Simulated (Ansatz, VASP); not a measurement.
# HfO2 in VASP and in Ansatz

```
CELL_PARAMETERS angstrom
0.00000 2.55750 2.55750
2.55750 0.00000 2.55750
2.55750 2.55750 0.00000
ATOMIC_POSITIONS crystal
Hf 0.00000 0.00000 0.00000
O 0.75000 0.75000 0.75000
O 0.25000 0.25000 0.25000
```

Alike in both runs: task relaxation of cell and atoms; functional PBE; k mesh 9 × 9 × 9; occupations fermi-dirac, width 0.05 eV; no spin polarisation; Hubbard terms Hf d U = 3.0 eV.

|  | VASP | Ansatz |
| --- | --- | --- |
| version | VASP 6.6.1 | Ansatz 0.2.0 |
| potentials or method | VASP PAW PBE potentials, release 64 (Hf_pv, O) | Ansatz PAW |
| plane-wave cutoff (eV) | 600 | 420 |
| valence electrons in the cell | 22 | 38 |

VASP gave:

```
gap on the k mesh at the Fermi level, each at its own relaxed structure (eV)  : 4.20
relaxed volume (Å³/atom)                                                      : 11.23
relaxed length of the cell vector where the two differ most in proportion (Å) : 3.625
```

**Question.** Which values does Ansatz return?

**Answer.** gap on the k mesh at the Fermi level, each at its own relaxed structure (eV): 4.33; relaxed volume (Å³/atom): 11.24; relaxed length of the cell vector where the two differ most in proportion (Å): 3.626.

The programs project onto different local orbitals, so the same U acts differently, and such runs can settle in different states. VASP's potentials hold 22 valence electrons a cell and Ansatz's 38, so a difference there can come from the potentials and not from the codes.

Neither program's run includes spin-orbit coupling. Noted on Ansatz's run: odd divisions of the mesh miss points on the zone boundary, where band edges often lie, so the gap on the mesh can be too wide; the plane-wave basis is chosen anew once the cell has moved, so the energies of steps on either side of that aren't comparable.
